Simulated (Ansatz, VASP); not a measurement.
## Two plane-wave programs on InSb

The input INCAR:

```
PREC = Accurate
ENCUT = 520
EDIFF = 1E-6
ISMEAR = 0
SIGMA = 0.15
LREAL = False
LASPH = True
NELM = 80
ALGO = Normal
ISIF = 2
LWAVE = False
LCHARG = False
GGA = PE
NBANDS = 16
```

File KPOINTS:

```
Automatic mesh
0
Gamma
  14 14 14
```

File POSCAR:

```
InSb
1.0
    0.0000000000      3.1143883791      2.7584137874
    3.1143883791      0.0000000000      2.7584137874
    3.1143883791      3.1143883791      0.0000000000
In Sb
1 1
Direct
    0.0000000000      0.0000000000      0.0000000000
    0.5000000000      0.5000000000      0.5000000000
```

Input for Ansatz:

```yaml
crystal:
  lattice:
    - [0.0, 3.1143883791, 2.7584137874]
    - [3.1143883791, 0.0, 2.7584137874]
    - [3.1143883791, 3.1143883791, 0.0]
  atoms:
    - { symbol: In, position: [0.0, 0.0, 0.0] }
    - { symbol: Sb, position: [0.5, 0.5, 0.5] }
basis:
  ecutwfc: 420
kpoints:
  mp_grid: { grid: [14, 14, 14] }
hamiltonian:
  xc: pbe
  pseudopotentials: { kind: paw, azcp: { folder: soft_1 } }
scf:
  occupations: { method: gaussian, width: 0.15 }
output:
  forces: true
  stress: true
  eigenvalues: true
```

Alike in both runs: task single point; functional PBE; k mesh 14 × 14 × 14; occupations gaussian, width 0.15 eV; no spin polarisation.

|  | VASP | Ansatz |
| --- | --- | --- |
| version | VASP 6.6.1 | Ansatz 0.2.0 |
| potentials or method | VASP PAW PBE potentials, release 64 (In_d, Sb), cutoff 520 eV | scalar-relativistic, plane waves, PAW |
| valence electrons in the cell | 18 | 28 |

|  | VASP | Ansatz | Ansatz less VASP |
| --- | --- | --- | --- |
| gap on the k mesh at the Fermi level (eV) | none | none | - |
| pressure (GPa) | 7.0 | 7.0 | +0.04 |
| traceless stress, the component that is largest in VASP (GPa) | 12.15 | 12.18 | +0.032 |

A gap of «none» marks a metal or a gap that the smearing closes. The functional is the same, so the differences come from potentials, cutoffs and numerics. VASP's potentials hold 18 valence electrons a cell and Ansatz's 28, so a difference there can come from the potentials and not from the codes.

Neither program's run includes spin-orbit coupling.
